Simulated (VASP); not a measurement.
# NaF (P6_3/mmc) in VASP: further runs

The runs below take NaF through single point, with PBE, LDA.

Program: VASP 6.6.1. These are calculated values, not measurements. Logs are shortened: lines on timing, memory, paths and dates and some standing lists are left out, and cuts for length are marked.

## Step 1: The cell of the first run

The structure is hexagonal, space group P6_3/mmc (No. 194). The conventional cell has a = 3.868 Å, b = 3.868 Å, c = 4.551 Å, α = 90.00°, β = 90.00°, γ = 120.00°. Na (site symmetry -6m2) has 5 F at 2.23 to 2.28 Å within 3.0 Å. F (site symmetry -6m2) has 5 Na at 2.23 to 2.28 Å within 3.0 Å.

## Step 2: Single point, PBE

INCAR reads:

```
  PREC = Accurate
  ENCUT = 520
  EDIFF = 1E-6
  ISMEAR = -1
  SIGMA = 0.02
  LREAL = False
  LASPH = True
  NELM = 80
  ALGO = Normal
  ISIF = 2
  LWAVE = False
  LCHARG = False
  GGA = PE
  NBANDS = 22
```

KPOINTS reads:

```
Automatic mesh
0
Gamma
  12 12 6
```

POSCAR reads:

```
NaF
1.0
    3.8680646418      0.0000000000      0.0000000000
   -1.9340323209      3.3498422433      0.0000000000
    0.0000000000      0.0000000000      4.5513806497
Na F
2 2
Direct
    0.3333333333      0.6666666667     -0.0625000000
    0.6666666667      0.3333333333      0.4375000000
    0.3333333333      0.6666666667      0.4375000000
    0.6666666667      0.3333333333      0.9375000000
```

Potentials or basis: VASP PAW PBE potentials, release 64 (Na_pv, F).

Started as:

```
$ cat potpaw_PBE.64/Na_pv/POTCAR potpaw_PBE.64/F/POTCAR > POTCAR
$ mpirun -np 1 vasp_std > vasp.out
```

OUTCAR:

```text
PREC = Accurate
   ENCUT = 520
   EDIFF = 1E-6
   ISMEAR = -1
   LREAL = False
   LASPH = True
   NELM = 80
   ISIF = 2
   GGA = PE

 ion  position               nearest neighbor table
   1  0.333  0.667  0.938-   4 2.23   4 2.23   4 2.23   3 2.28   3 2.28
   2  0.667  0.333  0.438-   3 2.23   3 2.23   3 2.23   4 2.28   4 2.28
   3  0.333  0.667  0.438-   2 2.23   2 2.23   2 2.23   1 2.28   1 2.28
   4  0.667  0.333  0.938-   1 2.23   1 2.23   1 2.23   2 2.28   2 2.28

  LATTYP: Found a hexagonal cell.
 ALAT       =     3.8680646418
 C/A-ratio  =     1.1766557881

  Lattice vectors:

 A1 = (   3.8680646418,   0.0000000000,   0.0000000000)
 A2 = (  -1.9340323209,   3.3498422433,   0.0000000000)
 A3 = (   0.0000000000,   0.0000000000,   4.5513806497)

Analysis of symmetry for initial positions (statically):
=====================================================================
 Subroutine PRICEL returns:
 Original cell was already a primitive cell.

 Routine SETGRP: Setting up the symmetry group for a
 hexagonal supercell.

 Subroutine GETGRP returns: Found 24 space group operations
 (whereof  6 operations were pure point group operations)
 out of a pool of 24 trial point group operations.

The static configuration has the point symmetry C_3v.
 The point group associated with its full space group is D_6h.

Analysis of symmetry for dynamics (positions and initial velocities):
=====================================================================
 Subroutine PRICEL returns:
 Original cell was already a primitive cell.

 Routine SETGRP: Setting up the symmetry group for a
 hexagonal supercell.

 Subroutine GETGRP returns: Found 24 space group operations
 (whereof  6 operations were pure point group operations)
 out of a pool of 24 trial point group operations.

The dynamic configuration has the point symmetry C_3v.
 The point group associated with its full space group is D_6h.

 Subroutine INISYM returns: Found 24 space group operations
 (whereof  6 operations are pure point group operations),
 and found     1 'primitive' translations

----------------------------------------------------------------------------------------

                                     Primitive cell

  volume of cell :      58.9741

  direct lattice vectors                    reciprocal lattice vectors
     3.868064642  0.000000000  0.000000000     0.258527220  0.149260760  0.000000000
    -1.934032321  3.349842243  0.000000000     0.000000000  0.298521521  0.000000000
     0.000000000  0.000000000  4.551380650     0.000000000  0.000000000  0.219713550

  length of vectors
     3.868064642  3.868064642  4.551380650     0.298521521  0.298521521  0.219713550

  position of ions in fractional coordinates (direct lattice)
     0.333333333  0.666666667  0.937500000
     0.666666667  0.333333333  0.437500000
     0.333333333  0.666666667  0.437500000
     0.666666667  0.333333333  0.937500000

  ion indices of the primitive-cell ions
   primitive index   ion index
                 1           1
                 2           2
                 3           3
                 4           4

----------------------------------------------------------------------------------------

 KPOINTS: Automatic mesh

Automatic generation of k-mesh.
 Grid dimensions read from file:
 generate k-points for:   12   12    6

 Generating k-lattice:

  Cartesian coordinates                     Fractional coordinates (reciprocal lattice)
     0.021543935  0.012438397  0.000000000     0.083333333  0.000000000  0.000000000
     0.000000000  0.024876793  0.000000000     0.000000000  0.083333333  0.000000000
     0.000000000  0.000000000  0.036618925     0.000000000  0.000000000  0.166666667

  Length of vectors
     0.024876793  0.024876793  0.036618925

  Shift w.r.t. Gamma in fractional coordinates (k-lattice)
     0.000000000  0.000000000  0.000000000

 Subroutine IBZKPT returns following result:
 ===========================================

 Found     76 irreducible k-points:

 Following reciprocal coordinates:
            Coordinates               Weight
  0.000000  0.000000  0.000000      1.000000
  0.083333  0.000000  0.000000      6.000000
  0.166667  0.000000  0.000000      6.000000
  0.250000 -0.000000  0.000000      6.000000
  0.333333 -0.000000  0.000000      6.000000
  0.416667  0.000000  0.000000      6.000000
[... 16 lines left out ...]
  0.250000 -0.000000  0.166667     12.000000
  0.333333 -0.000000  0.166667     12.000000
 [... further k-points ...]
   k-points           NKPTS =     76   k-points in BZ     NKDIM =     76   number of bands    NBANDS=     22
   number of dos      NEDOS =    301   number of ions     NIONS =      4
   total plane-waves  NPLWV =  32400
   dimension x,y,z NGX =    30 NGY =   30 NGZ =   36
   dimension x,y,z NGXF=    60 NGYF=   60 NGZF=   72
   ions per type =               2   2
   NGX,Y,Z   is equivalent  to a cutoff of  12.89, 12.89, 13.15 a.u.
   NGXF,Y,Z  is equivalent  to a cutoff of  25.79, 25.79, 26.30 a.u.
 SYSTEM =  unknown system
   PREC   = accura    normal or accurate (medium, high low for compatibility)
   ISTART =      0    job   : 0-new  1-cont  2-samecut
   ICHARG =      2    charge: 1-file 2-atom 10-const
   ISPIN  =      1    spin polarized calculation?
   LNONCOLLINEAR =      F non collinear calculations
   LSORBIT =      F    spin-orbit coupling
   LASPH  =      T    aspherical Exc in radial PAW
   ENCUT  =  520.0 eV  38.22 Ry    6.18 a.u.   7.19  7.19  8.46*2*pi/ulx,y,z
   NELM   =     80;   NELMIN=  2; NELMDL= -5     # of ELM steps
   EDIFF  = 0.1E-05   stopping-criterion for ELM
   LREAL  =      F    real-space projection
   EDIFFG = 0.1E-04   stopping-criterion for IOM
   NSW    =      0    number of steps for IOM
   IBRION =     -1    ionic relax: 0-MD 1-quasi-New 2-CG
   NFREE  =      0    steps in history (QN), initial steepest desc. (CG)
   ISIF   =      2    stress and relaxation
   ISYM   =      2    0-nonsym 1-usesym 2-fastsym
   POTIM  = 0.5000    time-step for ionic-motion
   TEBEG  =    0.0;   TEEND  =   0.0 temperature during run
   PSTRESS=    0.0 pullay stress
   NELECT =      28.0000    total number of electrons
   NUPDOWN=      -1.0000    fix difference up-down
   EMIN   =  10.00;   EMAX   =-10.00  energy-range for DOS
   EFERMI =   0.00;   METHOD = LEGACY
   ISMEAR =    -1;   SIGMA  =   0.02  broadening in eV -4-tet -1-fermi 0-gaus
   EFERMI_NEDOS =   21; number of points for ismear=-14 and -15
   IALGO  =     38    algorithm
   IMIX   =      4    mixing-type and parameters
     AMIX     =   0.40;   BMIX     =  1.00
     AMIX_MAG =   1.60;   BMIX_MAG =  1.00
  volume/ion in A,a.u.               =      14.74        99.49
  Fermi-wavevector in a.u.,A,eV,Ry     =   1.277146  2.413455 22.192477  1.631101
  Thomas-Fermi vector in A             =   2.409762
   LORBIT       =      0    0 simple, 1 ext, 2 COOP (PROOUT), +10 PAW based schemes
   GGA     = PE    functional components
   LHFCALC =     F    Hartree Fock is set to
   AEXX    =    0.0000 exact exchange contribution
   IVDW    =     0    specifies the selected vdW correction
   LEPSILON=     F    determine dielectric tensor
   LRPA    =     F    only Hartree local field effects (RPA)
 non-spin polarized calculation
  energy-cutoff  :      520.00
  volume of cell :       58.97
 maximum number of plane-waves:      1608
 NGX is ok and might be reduce to    30
   NGX = 15   NGY = 15   NGZ = 17

 number of electron      27.9999962 magnetization

 Free energy of the ion-electron system (eV)
  ---------------------------------------------------
  ext. energy  EPLUGINS =         0.00000000
  ---------------------------------------------------
  free energy    TOTEN  =       -16.96461338 eV

  energy without entropy =      -16.96461338  energy(sigma->0) =      -16.96461338

 E-fermi :  -2.3228     XC(G=0):  -8.1540

 val. band max:       -2.7929953591   @ k =   0.0000   0.0000   0.0000
 cond. band min:       2.8846033061   @ k =   0.0000   0.0000   0.0000
 fundamental gap:      5.6775986652
 Fermi energy:        -2.3227551664

 k-point     1 :       0.0000    0.0000    0.0000
  band No.  band energies     occupation
      1     -21.9168      2.00000
      2     -21.8849      2.00000
      3     -21.8386      2.00000
      4     -21.8386      2.00000
      5     -21.7881      2.00000
      6     -21.7881      2.00000
[... 14 lines left out ...]
     21      15.4012      0.00000
     22      15.6827      0.00000

 k-point     2 :       0.0833    0.0000    0.0000
  band No.  band energies     occupation
      1     -22.0152      2.00000
      2     -21.9320      2.00000
      3     -21.8826      2.00000
      4     -21.8400      2.00000
      5     -21.7879      2.00000
      6     -21.7479      2.00000
[... 14 lines left out ...]
     21      15.4768      0.00000
     22      15.5424      0.00000

 k-point     3 :       0.1667    0.0000    0.0000
  band No.  band energies     occupation
      1     -22.1432      2.00000
      2     -22.0665      2.00000
      3     -21.8758      2.00000
      4     -21.8438      2.00000
      5     -21.7875      2.00000
      6     -21.7534      2.00000
[... 14 lines left out ...]
     21      14.6858      0.00000
     22      14.9100      0.00000

 k-point     4 :       0.2500   -0.0000    0.0000
  band No.  band energies     occupation
      1     -22.2513      2.00000
      2     -22.1877      2.00000
      3     -21.8655      2.00000
      4     -21.8486      2.00000
      5     -21.7871      2.00000
      6     -21.7621      2.00000
[... 14 lines left out ...]
     21      13.9361      0.00000
     22      14.3459      0.00000

 k-point     5 :       0.3333   -0.0000    0.0000
  band No.  band energies     occupation
      1     -22.3301      2.00000
      2     -22.2840      2.00000
      3     -21.8533      2.00000
      4     -21.8530      2.00000
      5     -21.7869      2.00000
      6     -21.7730      2.00000
[... 14 lines left out ...]
     21      13.3713      0.00000
     22      13.9232      0.00000

 k-point     6 :       0.4167    0.0000    0.0000
  band No.  band energies     occupation
      1     -22.3748      2.00000
      2     -22.3485      2.00000
      3     -21.8566      2.00000
      4     -21.8409      2.00000
      5     -21.7869      2.00000
      6     -21.7838      2.00000
[... 14 lines left out ...]
     21      13.0333      0.00000
     22      13.6646      0.00000

 k-point     7 :       0.5000   -0.0000    0.0000
  band No.  band energies     occupation
      1     -22.3866      2.00000
      2     -22.3738      2.00000
      3     -21.8578      2.00000
      4     -21.8351      2.00000
      5     -21.7892      2.00000
      6     -21.7869      2.00000
[... 324 lines left out ...]
      6     -21.7914      2.00000
[... 14 lines left out ...]
     21      15.1044      0.00000
     22      15.8746      0.00000

 k-point    21 :       0.0833    0.0000    0.1667
  band No.  band energies     occupation
      1     -22.1397      2.00000
      2     -22.0972      2.00000
      3     -21.8386      2.00000
      4     -21.8365      2.00000
      5     -21.7913      2.00000
      6     -21.7777      2.00000
[... 14 lines left out ...]
     21      14.9905      0.00000
     22      15.6512      0.00000

 k-point    22 :       0.1667    0.0000    0.1667
  band No.  band energies     occupation
      1     -22.2293      2.00000
      2     -22.1807      2.00000
      3     -21.8399      2.00000
      4     -21.8398      2.00000
      5     -21.7912      2.00000
      6     -21.7631      2.00000
[... 14 lines left out ...]
     21      14.5999      0.00000
     22      15.0050      0.00000

 k-point    23 :       0.2500   -0.0000    0.1667
  band No.  band energies     occupation
      1     -22.3196      2.00000
      2     -22.2749      2.00000
      3     -21.8444      2.00000
      4     -21.8348      2.00000
      5     -21.7911      2.00000
      6     -21.7603      2.00000
[... 14 lines left out ...]
     21      14.1511      0.00000
     22      14.2753      0.00000

 k-point    24 :       0.3333   -0.0000    0.1667
  band No.  band energies     occupation
      1     -22.3902      2.00000
      2     -22.3562      2.00000
      3     -21.8488      2.00000
      4     -21.8263      2.00000
      5     -21.7912      2.00000
      6     -21.7644      2.00000
[... 14 lines left out ...]
     21      13.6901      0.00000
     22      13.7922      0.00000

 [... further k-points ...]
[... 5 lines left out ...]
  --------------------------------------------------------------------------------------
  -------------------------------------------------------------------------------------
  Total        0.8443237      0.8443237      1.0816177      0.0000000      0.0000000      0.0000000
  in kB       22.9381467     22.9381467     29.3848267      0.0000000      0.0000000      0.0000000
  external PRESSURE =      25.0870400 kB  Pullay stress =       0.0000000 kB

 VOLUME and BASIS-vectors are now :
 -----------------------------------------------------------------------------
  energy-cutoff  :      520.00
  volume of cell :       58.97
      direct lattice vectors                 reciprocal lattice vectors
     3.868064642  0.000000000  0.000000000     0.258527220  0.149260760  0.000000000
    -1.934032321  3.349842243  0.000000000     0.000000000  0.298521521  0.000000000
     0.000000000  0.000000000  4.551380650     0.000000000  0.000000000  0.219713550

 POSITION                                       TOTAL-FORCE (eV/Angst)
 -----------------------------------------------------------------------------------
     -0.00000      2.23323      4.26692         0.000000     -0.000000      0.000000
      1.93403      1.11661      1.99123        -0.000000      0.000000      0.000000
     -0.00000      2.23323      1.99123         0.000000     -0.000000      0.000000
      1.93403      1.11661      4.26692        -0.000000      0.000000     -0.000000
 -----------------------------------------------------------------------------------
    total drift:                               -0.000000      0.000000      0.000000

  FREE ENERGIE OF THE ION-ELECTRON SYSTEM (eV)
  ---------------------------------------------------
  free  energy   TOTEN  =       -16.9646133791 eV

  energy  without entropy=      -16.9646133791  energy(sigma->0) =      -16.96461338
```

Wall time 86 s (1 thread of Intel Xeon 8259CL, shared host); peak memory 0.22 GiB.

What came out:

```yaml
Free_energy: -16.9646 eV
Pressure: 2.5 GPa
Band_gap_on_the_k_mesh: 5.68 eV
```

Levels at points of the mesh, in eV from the valence-band top:
```tsv
k point	band 10	band 11	band 12	band 13	band 14	band 15	band 16	band 17	band 18	band 19
(0.00, 0.00, 0.00)	-0.60	-0.60	-0.30	-0.30	0.00	5.68	12.86	12.98	15.51	15.51
(0.50, 0.00, 0.00)	-0.75	-0.71	-0.62	-0.36	-0.17	8.83	10.41	12.92	15.14	15.31
(0.00, 0.00, 0.50)	-0.83	-0.46	-0.46	-0.46	-0.46	7.98	7.98	16.44	16.44	16.44
(0.50, 0.00, 0.50)	-1.30	-0.48	-0.48	-0.26	-0.26	9.89	9.89	12.46	12.46	15.86
```

Caveat: the structure was generated, so it needn't be the stable form of NaF.

## Step 3: Single point, LDA

INCAR reads:

```
PREC = Accurate ; ENCUT = 520
EDIFF = 1E-6 ; ISMEAR = 0
SIGMA = 0.01 ; LREAL = False
LASPH = True ; NELM = 100
ALGO = Normal ; ISIF = 2
LWAVE = False ; LCHARG = False
NBANDS = 22
```

KPOINTS reads:

```
regular mesh
0
Gamma
  12 12 6
```

POSCAR is that of step 2.

Potentials or basis: VASP PAW LDA potentials, release 64 (Na_pv, F).

Started as:

```
$ cat potpaw_LDA.64/Na_pv/POTCAR potpaw_LDA.64/F/POTCAR > POTCAR
$ mpirun -np 1 vasp_std > vasp.out
```

Run time: 79 s. Hardware: 1 thread of Intel Xeon 8259CL, shared host; peak memory 0.2 GiB.

The run converged. Its results:

```
Free energy            : -18.3654 eV
Pressure               : -2.5 GPa
Band gap on the k mesh : 5.37 eV
```

Stress tensor (GPa, compression positive):
```
-2.39  0.00  0.00
 0.00 -2.39  0.00
 0.00  0.00 -2.85
```

Levels at points of the mesh, in eV from the valence-band top:
```tsv
k point	band 11	band 12	band 13	band 14	band 15	band 16	band 17	band 18
(0.00, 0.00, 0.00)	-0.62	-0.30	-0.30	0.00	5.37	12.58	12.60	15.17
(0.50, 0.00, 0.00)	-0.74	-0.64	-0.38	-0.17	8.50	10.11	12.50	14.78
(0.00, 0.00, 0.50)	-0.47	-0.47	-0.47	-0.47	7.68	7.68	16.07	16.07
(0.50, 0.00, 0.50)	-0.49	-0.49	-0.27	-0.27	9.54	9.54	12.14	12.14
```

Caveat: the structure was generated, so it needn't be the stable form of NaF. A k mesh can miss the band edges.
